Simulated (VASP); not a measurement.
Write the native input for VASP 6.6.1 that does the following.

* Task: relaxation of cell and atoms
* Functional: PBE
* Potentials or basis: VASP PAW PBE potentials, release 64 (Nb_sv)
* Cutoff: 600 eV
* k mesh: 24 × 24 × 10
* Occupations: gaussian, width 0.1 eV
* Spin: no spin polarisation
* Dipole correction: no
* Further INCAR settings: ALGO = Fast; EDIFF = 1e-07; IBRION = 2; EDIFFG = -0.01; NSW = 100; ISIF = 3

The structure of Nb lies in POSCAR:

```
Nb
1.0
    2.8481571483      0.0000000000      0.0000000000
   -1.4240785741      2.4665764444      0.0000000000
    0.0000000000      0.0000000000      5.3139982771
Nb
2
Direct
    0.3333333333      0.6666666667      0.2500000000
    0.6666666667      0.3333333333      0.7500000000
```

This isn't the form of Nb at room conditions, which is bcc.

The input as run:

INCAR

```
PREC     = Accurate       # precision mode
ENCUT    = 600            # plane-wave cutoff, eV
EDIFF    = 1E-7           # SCF threshold, eV
ISMEAR   = 0              # smearing method
SIGMA    = 0.1            # smearing width, eV
LREAL    = False          # projectors in reciprocal space
LASPH    = True           # aspherical terms in the spheres
NELM     = 100            # most SCF steps
ALGO     = Fast           # electronic algorithm
ISIF     = 3              # what is computed and relaxed
LWAVE    = False          # write WAVECAR
LCHARG   = False          # write CHGCAR
GGA      = PE             # functional
IBRION   = 2              # ionic algorithm
NSW      = 100            # ionic steps
EDIFFG   = -0.01          # ionic threshold
```

KPOINTS

```
regular mesh
0
Gamma
  24 24 10
```

Potentials or basis: VASP PAW PBE potentials, release 64 (Nb_sv).

The run is started by

```console
$ cat potpaw_PBE.64/Nb_sv/POTCAR > POTCAR
$ mpirun -np 1 vasp_std > vasp.out
```

Results of the run:

The relaxed volume is 18.63 Å³/atom, the relaxed cell is a = 2.868 Å, b = 2.868 Å, c = 5.232 Å, α = 90.00°, β = 90.00°, γ = 120.00° and the space group after relaxing (to 0.1 Å) is P6_3/mmc (No. 194). The energy gained by relaxing is 3.1 meV/atom, the ionic steps are 8 and the pressure after relaxing is 0.0 GPa. The band gap on the k mesh is zero (bands 13 and 14 overlap by 2.89 eV).

Wall time 24 min on 1 thread of Intel(R) Xeon(R) Platinum 8488C (Sapphire Rapids), on a shared host, peak memory 0.38 GiB.
